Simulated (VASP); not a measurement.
## SiHC: relaxation of cell and atoms with PBE

The system is SiHC.

```
Si H C
1.0
     3.27890    0.00000    0.00000
     0.00000    3.27890    0.00000
     0.00000    0.00000    6.17074
Si H C
2 2 2
Cartesian
  1.6395 0.0000 3.0854
  0.0000 1.6395 0.0000
  0.0000 0.0000 4.6281
  0.0000 0.0000 1.5427
  1.6395 1.6395 0.0000
  1.6395 1.6395 3.0854
```

The cell was built from a structure type or drawn by symmetry, and may not be a known phase.

```
Program                : VASP 6.6.1
Task                   : relaxation of cell and atoms
Functional             : PBE
Potentials or basis    : VASP PAW PBE potentials, release 64 (Si, H, C)
Cutoff                 : 600 eV
k mesh                 : 6 × 6 × 4
Occupations            : gaussian, width 0.1 eV
Spin                   : no spin polarisation
Dipole correction      : no
Further INCAR settings : ALGO = Normal; EDIFF = 1e-06; IBRION = 2; EDIFFG = -0.04; NSW = 90; ISIF = 3
```

| Quantity | Value |
| --- | --- |
| Relaxed volume | 8.85 Å³/atom |
| Relaxed cell | a = 3.523 Å, b = 3.523 Å, c = 4.278 Å, α = 90.00°, β = 90.00°, γ = 90.00° |
| Space group after relaxing (to 0.1 Å) | P4_2/mmc (No. 131) |
| Energy gained by relaxing | 284.4 meV/atom |
| Ionic steps | 18 |
| Pressure after relaxing | -0.4 GPa |
| Band gap on the k mesh | zero (bands 9 and 10 overlap by 1.73 eV) |

Stress tensor (GPa, compression positive):
```
-0.69  0.00  0.00
 0.00 -0.69  0.00
 0.00  0.00  0.20
```

The path:
| step | energy change (eV) | largest force (eV/Å) | pressure (GPa) | volume (Å³) |
| --- | --- | --- | --- | --- |
| 1 | 0.0000 | 0.0000 | 8.30 | 66.34 |
| 2 | -0.1968 | 0.0000 | -9.34 | 71.86 |
| 3 | -0.2459 | 0.0000 | -4.44 | 70.01 |
| 4 | -0.3843 | 0.0000 | -4.25 | 67.93 |
| 5 | -1.0069 | 0.0000 | -3.43 | 61.61 |
| 6 | -1.5047 | 0.0000 | 13.71 | 48.50 |
| 7 | -1.6202 | 0.0000 | 2.37 | 53.95 |
| 8 | -1.6659 | 0.0000 | 4.10 | 52.38 |
| 9 | -1.6631 | 0.0000 | 6.17 | 51.35 |
| 10 | -1.6691 | 0.0000 | 4.98 | 51.86 |
| 11 | -1.6308 | 0.0000 | -1.00 | 52.56 |
| 12 | -1.6978 | 0.0000 | 2.93 | 52.14 |
| 13 | -1.7008 | 0.0000 | 1.69 | 52.26 |
| 14 | -1.7016 | 0.0000 | 2.11 | 52.22 |
| 15 | -1.7015 | 0.0000 | 2.03 | 52.23 |
| 16 | -1.7042 | 0.0000 | -0.70 | 53.41 |
| 17 | -1.7065 | 0.0000 | 0.44 | 52.92 |
| 18 | -1.7066 | 0.0000 | -0.39 | 53.09 |

Final structure:
```
CELL_PARAMETERS angstrom
3.52310 0.00000 0.00000
0.00000 3.52310 0.00000
0.00000 0.00000 4.27752
ATOMIC_POSITIONS crystal
Si 0.50000 0.00000 0.50000
Si 0.00000 0.50000 0.00000
H 0.00000 0.00000 0.75000
H 0.00000 0.00000 0.25000
C 0.50000 0.50000 0.00000
C 0.50000 0.50000 0.50000
```

Levels at points of the mesh, in eV from the Fermi level:
```csv
k point,band 7,band 8,band 9,band 10,band 11,band 12
"(0.00, 0.00, 0.00)",-1.15,-1.15,-0.69,-0.26,4.12,4.53
"(0.50, 0.00, 0.00)",-3.64,-0.85,-0.56,0.02,1.46,4.25
"(0.50, 0.50, 0.00)",-1.94,-1.83,-1.83,0.54,0.54,1.37
"(0.00, 0.00, 0.50)",-2.42,-2.42,-1.07,-1.07,2.72,2.72
"(0.50, 0.00, 0.50)",-1.04,-0.55,-0.29,0.65,0.65,2.05
"(0.50, 0.50, 0.50)",-4.40,-4.40,0.66,0.66,4.42,4.73
```

Run time: 9.7 min on 1 thread of Intel Xeon 8259CL, with other jobs on the host, peak memory 0.21 GiB.

Caveat: the volume moved by over 15 % at a fixed basis, so the end points are rough.
